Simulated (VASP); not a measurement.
# FeNi3 (Pm-3m) in VASP: single point with PBE

Aim: the single point of FeNi3 with PBE.

Program: VASP 6.6.1. These are calculated values, not measurements. Logs are shortened: lines on timing, memory, paths and dates and some standing lists are left out, and cuts for length are marked.

## Step 1: The cell of the first run

The structure is cubic, space group Pm-3m (No. 221). Conventional cell: a = 3.544 Å, b = 3.544 Å, c = 3.544 Å, α = 90.00°, β = 90.00°, γ = 90.00°. Fe (site symmetry m-3m) has 12 Ni at 2.51 Å within 3.3 Å. Ni (site symmetry 4/mmm) has 4 Fe at 2.51 Å and 8 Ni at 2.51 Å within 3.3 Å.

## Step 2: Single point, PBE, collinear spin, ferromagnetic start

The input, INCAR:

```
SYSTEM = FeNi3
PREC = Accurate
ENCUT = 520
EDIFF = 1E-6
ISMEAR = 0
SIGMA = 0.1
LREAL = .FALSE.
LASPH = .TRUE.
NELM = 150
ALGO = Normal
ISIF = 2
LWAVE = .FALSE.
LCHARG = .FALSE.
ISPIN = 2
MAGMOM = 3.18 0.78 0.78 0.78
LORBIT = 11
LMAXMIX = 4
GGA = PE
NBANDS = 31
```

The input, KPOINTS:

```
regular mesh
0
G
  12 12 12
  0 0 0
```

The input, POSCAR:

```
FeNi3
1.0
    3.5437047392      0.0000000000      0.0000000000
    0.0000000000      3.5437047392      0.0000000000
    0.0000000000      0.0000000000      3.5437047392
Fe Ni
1 3
Direct
    0.0000000000      0.0000000000      0.0000000000
    0.0000000000      0.5000000000      0.5000000000
    0.5000000000      0.5000000000      0.0000000000
    0.5000000000      0.0000000000      0.5000000000
```

Potentials or basis: VASP PAW PBE potentials, release 64 (Fe, Ni).

On the command line:

```
cat potpaw_PBE.64/Fe/POTCAR potpaw_PBE.64/Ni/POTCAR > POTCAR
mpirun -np 1 vasp_std > vasp.out
```

OUTCAR:

```text
SYSTEM = FeNi3
   PREC = Accurate
   ENCUT = 520
   EDIFF = 1E-6
   ISMEAR = 0
   LREAL = .FALSE.
   LASPH = .TRUE.
   NELM = 150
   ISIF = 2
   ISPIN = 2
   LORBIT = 11
   GGA = PE

 ion  position               nearest neighbor table
   1  0.000  0.000  0.000-   2 2.51   3 2.51   4 2.51   2 2.51   4 2.51   2 2.51   3 2.51   2 2.51
                             3 2.51   4 2.51   4 2.51   3 2.51
   2  0.000  0.500  0.500-   1 2.51   3 2.51   4 2.51   1 2.51   3 2.51   1 2.51   4 2.51   1 2.51
                             3 2.51   4 2.51   3 2.51   4 2.51
   3  0.500  0.500  0.000-   1 2.51   2 2.51   4 2.51   2 2.51   4 2.51   1 2.51   4 2.51   4 2.51
                             1 2.51   2 2.51   2 2.51   1 2.51
   4  0.500  0.000  0.500-   1 2.51   2 2.51   3 2.51   1 2.51   3 2.51   2 2.51   3 2.51   3 2.51
                             1 2.51   2 2.51   1 2.51   2 2.51

  LATTYP: Found a simple cubic cell.
 ALAT       =     3.5437047392

  Lattice vectors:

 A1 = (   3.5437047392,   0.0000000000,   0.0000000000)
 A2 = (   0.0000000000,   3.5437047392,   0.0000000000)
 A3 = (   0.0000000000,   0.0000000000,   3.5437047392)

Analysis of symmetry for initial positions (statically):
=====================================================================
 Subroutine PRICEL returns:
 Original cell was already a primitive cell.

 Routine SETGRP: Setting up the symmetry group for a
 simple cubic supercell.

 Subroutine GETGRP returns: Found 48 space group operations
 (whereof 48 operations were pure point group operations)
 out of a pool of 48 trial point group operations.

The static configuration has the point symmetry O_h .

Analysis of symmetry for dynamics (positions and initial velocities):
=====================================================================
 Subroutine PRICEL returns:
 Original cell was already a primitive cell.

 Routine SETGRP: Setting up the symmetry group for a
 simple cubic supercell.

 Subroutine GETGRP returns: Found 48 space group operations
 (whereof 48 operations were pure point group operations)
 out of a pool of 48 trial point group operations.

The dynamic configuration has the point symmetry O_h .

Analysis of structural, dynamic, and magnetic symmetry:
=====================================================================
 Subroutine PRICEL returns:
 Original cell was already a primitive cell.

 Routine SETGRP: Setting up the symmetry group for a
 simple cubic supercell.

 Subroutine GETGRP returns: Found 48 space group operations
 (whereof 48 operations were pure point group operations)
 out of a pool of 48 trial point group operations.

The overall configuration has the point symmetry O_h .

 Subroutine INISYM returns: Found 48 space group operations
 (whereof 48 operations are pure point group operations),
 and found     1 'primitive' translations

----------------------------------------------------------------------------------------

                                     Primitive cell

  volume of cell :      44.5013

  direct lattice vectors                    reciprocal lattice vectors
     3.543704739  0.000000000  0.000000000     0.282190553  0.000000000  0.000000000
     0.000000000  3.543704739  0.000000000     0.000000000  0.282190553  0.000000000
     0.000000000  0.000000000  3.543704739     0.000000000  0.000000000  0.282190553

  length of vectors
     3.543704739  3.543704739  3.543704739     0.282190553  0.282190553  0.282190553

  position of ions in fractional coordinates (direct lattice)
     0.000000000  0.000000000  0.000000000
     0.000000000  0.500000000  0.500000000
     0.500000000  0.500000000  0.000000000
     0.500000000  0.000000000  0.500000000

  ion indices of the primitive-cell ions
   primitive index   ion index
                 1           1
                 2           2
                 3           3
                 4           4

----------------------------------------------------------------------------------------

 KPOINTS: regular mesh

Automatic generation of k-mesh.
 Grid dimensions read from file:
 generate k-points for:   12   12   12

 Generating k-lattice:

  Cartesian coordinates                     Fractional coordinates (reciprocal lattice)
     0.023515879  0.000000000  0.000000000     0.083333333  0.000000000  0.000000000
     0.000000000  0.023515879  0.000000000     0.000000000  0.083333333  0.000000000
     0.000000000  0.000000000  0.023515879     0.000000000  0.000000000  0.083333333

  Length of vectors
     0.023515879  0.023515879  0.023515879

  Shift w.r.t. Gamma in fractional coordinates (k-lattice)
     0.000000000  0.000000000  0.000000000

 Subroutine IBZKPT returns following result:
 ===========================================

 Found     84 irreducible k-points:

 Following reciprocal coordinates:
            Coordinates               Weight
  0.000000  0.000000  0.000000      1.000000
  0.083333  0.000000  0.000000      6.000000
  0.166667  0.000000  0.000000      6.000000
  0.250000  0.000000  0.000000      6.000000
  0.333333  0.000000  0.000000      6.000000
  0.416667  0.000000  0.000000      6.000000
[... 16 lines left out ...]
  0.333333  0.333333  0.000000     12.000000
  0.416667  0.333333  0.000000     24.000000
 [... further k-points ...]
   k-points           NKPTS =     84   k-points in BZ     NKDIM =     84   number of bands    NBANDS=     31
   number of dos      NEDOS =    301   number of ions     NIONS =      4
   total plane-waves  NPLWV =  21952
   dimension x,y,z NGX =    28 NGY =   28 NGZ =   28
   dimension x,y,z NGXF=    56 NGYF=   56 NGZF=   56
   ions per type =               1   3
   NGX,Y,Z   is equivalent  to a cutoff of  13.14, 13.14, 13.14 a.u.
   NGXF,Y,Z  is equivalent  to a cutoff of  26.27, 26.27, 26.27 a.u.
 SYSTEM =  FeNi3
   PREC   = accura    normal or accurate (medium, high low for compatibility)
   ISTART =      0    job   : 0-new  1-cont  2-samecut
   ICHARG =      2    charge: 1-file 2-atom 10-const
   ISPIN  =      2    spin polarized calculation?
   LNONCOLLINEAR =      F non collinear calculations
   LSORBIT =      F    spin-orbit coupling
   LASPH  =      T    aspherical Exc in radial PAW
   ENCUT  =  520.0 eV  38.22 Ry    6.18 a.u.   6.59  6.59  6.59*2*pi/ulx,y,z
   NELM   =    150;   NELMIN=  2; NELMDL= -5     # of ELM steps
   EDIFF  = 0.1E-05   stopping-criterion for ELM
   LREAL  =      F    real-space projection
   EDIFFG = 0.1E-04   stopping-criterion for IOM
   NSW    =      0    number of steps for IOM
   IBRION =     -1    ionic relax: 0-MD 1-quasi-New 2-CG
   NFREE  =      0    steps in history (QN), initial steepest desc. (CG)
   ISIF   =      2    stress and relaxation
   ISYM   =      2    0-nonsym 1-usesym 2-fastsym
   POTIM  = 0.5000    time-step for ionic-motion
   TEBEG  =    0.0;   TEEND  =   0.0 temperature during run
   PSTRESS=    0.0 pullay stress
   NELECT =      38.0000    total number of electrons
   NUPDOWN=      -1.0000    fix difference up-down
   EMIN   =  10.00;   EMAX   =-10.00  energy-range for DOS
   EFERMI =   0.00;   METHOD = LEGACY
   ISMEAR =     0;   SIGMA  =   0.10  broadening in eV -4-tet -1-fermi 0-gaus
   EFERMI_NEDOS =   21; number of points for ismear=-14 and -15
   IALGO  =     38    algorithm
   IMIX   =      4    mixing-type and parameters
     AMIX     =   0.40;   BMIX     =  1.00
     AMIX_MAG =   1.60;   BMIX_MAG =  1.00
  volume/ion in A,a.u.               =      11.13        75.08
  Fermi-wavevector in a.u.,A,eV,Ry     =   1.553144  2.935017 32.820756  2.412258
  Thomas-Fermi vector in A             =   2.657418
   LORBIT       =     11    0 simple, 1 ext, 2 COOP (PROOUT), +10 PAW based schemes
   GGA     = PE    functional components
   LHFCALC =     F    Hartree Fock is set to
   AEXX    =    0.0000 exact exchange contribution
   IVDW    =     0    specifies the selected vdW correction
   LEPSILON=     F    determine dielectric tensor
   LRPA    =     F    only Hartree local field effects (RPA)
 spin polarized calculation
 Gauss-broadening in eV      SIGMA  =   0.10
  energy-cutoff  :      520.00
  volume of cell :       44.50
 maximum number of plane-waves:      1222
 NGX is ok and might be reduce to    28
   NGX = 13   NGY = 13   NGZ = 13

 number of electron      37.9999984 magnetization       4.7843462

 Free energy of the ion-electron system (eV)
  ---------------------------------------------------
  ext. energy  EPLUGINS =         0.00000000
  ---------------------------------------------------
  free energy    TOTEN  =       -25.00909363 eV

  energy without entropy =      -24.99421893  energy(sigma->0) =      -25.00165628

 E-fermi :   8.5834     XC(G=0): -13.1498

 val. band max:        8.5789948823   @ k =   0.4167   0.2500   0.2500
 cond. band min:       8.5942939681   @ k =   0.5000   0.3333   0.3333
 fundamental gap:      0.0152990858
 Fermi energy:         8.5833690839

 spin component 1

 k-point     1 :       0.0000    0.0000    0.0000
  band No.  band energies     occupation
      1      -0.4900      1.00000
      2       3.2884      1.00000
      3       3.2884      1.00000
      4       3.9597      1.00000
      5       4.0259      1.00000
      6       4.0259      1.00000
[... 23 lines left out ...]
     30      22.7801      0.00000
     31      23.2638      0.00000

 k-point     2 :       0.0833    0.0000    0.0000
  band No.  band energies     occupation
      1      -0.4000      1.00000
      2       3.3179      1.00000
      3       3.3308      1.00000
      4       3.9927      1.00000
      5       4.0528      1.00000
      6       4.0569      1.00000
[... 23 lines left out ...]
     30      22.4683      0.00000
     31      22.9572      0.00000

 k-point     3 :       0.1667    0.0000    0.0000
  band No.  band energies     occupation
      1      -0.1327      1.00000
      2       3.3878      1.00000
      3       3.4512      1.00000
      4       4.0905      1.00000
      5       4.1319      1.00000
      6       4.1499      1.00000
[... 703 lines left out ...]
     30      21.6277      0.00000
     31      24.4392      0.00000

 k-point    24 :       0.4167    0.3333    0.0000
  band No.  band energies     occupation
      1       2.6946      1.00000
      2       3.8096      1.00000
      3       4.3520      1.00000
      4       4.6285      1.00000
      5       4.7913      1.00000
      6       4.8992      1.00000
[... 23 lines left out ...]
     30      22.2205      0.00000
     31      23.2737      0.00000

 [... further k-points ...]

 spin component 2

 k-point     1 :       0.0000    0.0000    0.0000
  band No.  band energies     occupation
      1      -0.4460      1.00000
      2       4.3325      1.00000
      3       4.3325      1.00000
      4       4.3381      1.00000
      5       5.0300      1.00000
      6       5.0300      1.00000
[... 23 lines left out ...]
     30      22.7171      0.00000
     31      23.6269      0.00000

 k-point     2 :       0.0833    0.0000    0.0000
  band No.  band energies     occupation
      1      -0.3559      1.00000
      2       4.3307      1.00000
      3       4.3832      1.00000
      4       4.3862      1.00000
      5       5.0602      1.00000
      6       5.0603      1.00000
[... 23 lines left out ...]
     30      22.4768      0.00000
     31      23.3325      0.00000

 k-point     3 :       0.1667    0.0000    0.0000
  band No.  band energies     occupation
      1      -0.0880      1.00000
      2       4.2992      1.00000
      3       4.5161      1.00000
      4       4.5409      1.00000
      5       5.1493      1.00000
      6       5.1516      1.00000
[... 703 lines left out ...]
     30      22.0877      0.00000
     31      24.7903      0.00000

 k-point    24 :       0.4167    0.3333    0.0000
  band No.  band energies     occupation
      1       2.8293      1.00000
      2       4.1864      1.00000
      3       5.0562      1.00000
      4       5.4601      1.00000
      5       5.7830      1.00000
      6       5.8777      1.00000
[... 23 lines left out ...]
     30      22.5530      0.00000
     31      23.6622      0.00000

 [... further k-points ...]

------------------------ aborting loop because EDIFF is reached ----------------------------------------

  FORCE on cell =-STRESS in cart. coord.  units (eV):
  Direction    XX          YY          ZZ          XY          YZ          ZX
  --------------------------------------------------------------------------------------
  -------------------------------------------------------------------------------------
  Total        0.0102885      0.0102885      0.0102885     -0.0000000     -0.0000000      0.0000000
  in kB        0.3704160      0.3704160      0.3704160     -0.0000000     -0.0000000      0.0000000
  external PRESSURE =       0.3704160 kB  Pullay stress =       0.0000000 kB

 VOLUME and BASIS-vectors are now :
 -----------------------------------------------------------------------------
  energy-cutoff  :      520.00
  volume of cell :       44.50
      direct lattice vectors                 reciprocal lattice vectors
     3.543704739  0.000000000  0.000000000     0.282190553  0.000000000  0.000000000
     0.000000000  3.543704739  0.000000000     0.000000000  0.282190553  0.000000000
     0.000000000  0.000000000  3.543704739     0.000000000  0.000000000  0.282190553

 POSITION                                       TOTAL-FORCE (eV/Angst)
 -----------------------------------------------------------------------------------
      0.00000      0.00000      0.00000         0.000000      0.000000      0.000000
      0.00000      1.77185      1.77185         0.000000      0.000000      0.000000
      1.77185      1.77185      0.00000         0.000000      0.000000      0.000000
      1.77185      0.00000      1.77185         0.000000      0.000000      0.000000
 -----------------------------------------------------------------------------------
    total drift:                                0.000000      0.000000      0.000000

  FREE ENERGIE OF THE ION-ELECTRON SYSTEM (eV)
  ---------------------------------------------------
  free  energy   TOTEN  =       -25.0090936291 eV

  energy  without entropy=      -24.9942189262  energy(sigma->0) =      -25.00165628

 total charge

# of ion       s       p       d       tot
------------------------------------------
    1        0.474   0.503   6.111   7.088
    2        0.504   0.511   8.323   9.338
    3        0.504   0.511   8.323   9.338
    4        0.504   0.511   8.323   9.338
--------------------------------------------------
tot          1.985   2.034  31.081  35.101

 magnetization (x)

# of ion       s       p       d       tot
------------------------------------------
    1        0.012   0.002   2.893   2.906
    2       -0.015  -0.042   0.693   0.635
    3       -0.015  -0.042   0.693   0.635
    4       -0.015  -0.042   0.693   0.635
--------------------------------------------------
tot         -0.034  -0.125   4.971   4.811
```

Wall time 4 min (1 thread of Intel Xeon Platinum 8488C (Sapphire Rapids), shared host); peak memory 0.29 GiB.

Results:

* Free energy: -25.0091 eV
* Pressure: 0.0 GPa
* Net moment: 4.78 μB per cell
* Site moments: Fe +2.91; Ni +0.64 μB
* Valence electrons inside the program's atomic spheres: Fe 7.09; Ni 9.34
